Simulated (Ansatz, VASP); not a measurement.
# BaTe in VASP and in Ansatz

The input INCAR:

```
SYSTEM = BaTe
PREC = Accurate
ENCUT = 500
EDIFF = 1E-6
ISMEAR = 0
SIGMA = 0.05
LREAL = .False.
LASPH = .True.
NELM = 120
ALGO = Normal
ISIF = 2
LWAVE = .False.
LCHARG = .False.
GGA = PS
NBANDS = 15
GGA_COMPAT = .False.
```

The input KPOINTS:

```
Automatic mesh
0
Gamma
  6 6 6
  0 0 0
```

File POSCAR:

```
BaTe
1.0
    0.0000000000      3.4713973956      3.4713973956
    3.4713973956      0.0000000000      3.4713973956
    3.4713973956      3.4713973956      0.0000000000
Ba Te
1 1
Direct
   -0.0006577967      0.0028503296     -0.0032922628
    0.5006577967      0.4971496704      0.5032922628
```

Input for Ansatz:

```yaml
crystal:
  lattice:
    - [0.0, 3.4713973956, 3.4713973956]
    - [3.4713973956, 0.0, 3.4713973956]
    - [3.4713973956, 3.4713973956, 0.0]
  atoms:
    - { symbol: Ba, position: [-0.0006577967, 0.0028503296, -0.0032922628] }
    - { symbol: Te, position: [0.5006577967, 0.4971496704, 0.5032922628] }
basis:
  ecutwfc: 420
kpoints:
  mp_grid: { grid: [6, 6, 6] }
hamiltonian:
  xc: pbesol
scf:
  occupations: { method: gaussian, width: 0.05 }
output:
  forces: true
  stress: true
  eigenvalues: true
  write_density: true
  write_potential: true
  elf: true
  volumetric_format: npy
```

Change from the starting cell: all atoms moved at random, sigma 0.02 Å a component.

Alike in both runs: task single point; functional PBEsol; k mesh 6 × 6 × 6; occupations gaussian, width 0.05 eV; no spin polarisation.

```csv
,VASP,Ansatz
version,VASP 6.6.1,Ansatz 0.2.0
potentials or method,"VASP PAW PBE potentials, release 64 (Ba_sv, Te), cutoff 500 eV","scalar-relativistic, plane waves, PAW"
valence electrons in the cell,16,26
```

|  | VASP | Ansatz | Ansatz less VASP |
| --- | --- | --- | --- |
| gap on the k mesh at the Fermi level (eV) | 1.38 | 1.47 | +0.090 |
| least direct gap on the mesh (eV) | 1.76 | 1.82 | +0.057 |
| pressure (GPa) | 0.4 | 0.0 | -0.39 |
| rms of the force components (eV/Å) | 0.042 | 0.040 | -0.0022 |

VASP's potentials were made for PBE, not for PBEsol. Atom by atom the forces differ by 0.002 eV/Å (rms over components). VASP's potentials hold 16 valence electrons a cell and Ansatz's 26, so a difference there can come from the potentials and not from the codes.

Neither program's run includes spin-orbit coupling.
